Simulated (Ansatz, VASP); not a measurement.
**Cu in VASP and in Ansatz**

```xyz
1
Lattice="2.4611 0.0000 0.0000 -0.9222 2.2817 0.0000 -0.7694 -1.1409 2.0404" Properties=species:S:1:pos:R:3 pbc="T T T"
Cu    0.0000    0.0000    0.0000
```

Alike in both runs: task single point; functional PBE; k mesh 13 × 13 × 13; occupations gaussian, width 0.1 eV; no spin polarisation.

|  | VASP | Ansatz |
| --- | --- | --- |
| version | VASP 6.6.1 | Ansatz 0.2.0 |
| potentials or method | VASP PAW PBE potentials, release 64 (Cu), cutoff 520 eV | all-electron LAPW, scalar-relativistic |

VASP gave:

```
gap on the k mesh at the Fermi level (eV) : none
pressure (GPa)                            : 7.9
```

Problem. What did Ansatz give for the same quantities?

Solution. gap on the k mesh at the Fermi level (eV): none; pressure (GPa): 7.3.

A gap of «none» marks a metal or a gap that the smearing closes. Ansatz ran all-electron here, and VASP with PAW potentials.
